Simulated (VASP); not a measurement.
A run of VASP 6.6.1 is set up as follows.

Contents of INCAR:

```
PREC = Accurate ; ENCUT = 520
EDIFF = 1E-7 ; ISMEAR = 0
SIGMA = 0.1 ; LREAL = F
LASPH = T ; NELM = 60
ALGO = Normal ; ISIF = 2
LWAVE = F ; LCHARG = F
GGA = PE ; NBANDS = 9
```

Contents of KPOINTS:

```
Automatic mesh
0
Gamma
  20 20 14
```

File POSCAR:

```
Se
1.0
    2.6345296686      0.0000000000      0.0000000000
    0.0000000000      2.6345296686      0.0000000000
    0.0000000000      0.0000000000      4.3375747220
Se
1
Direct
    0.0000000000      0.0000000000      0.5000000000
```

Potentials or basis: VASP PAW PBE potentials, release 64 (Se).

The run is started by

```console
$ cat potpaw_PBE.64/Se/POTCAR > POTCAR
$ mpirun -np 1 vasp_std > vasp.out
```

(1) What does it give for the pressure?

(2) Estimate the band gap on the k mesh.

Results:

(1) 0.1 GPa.

(2) zero (bands 3 and 4 overlap by 5.30 eV).
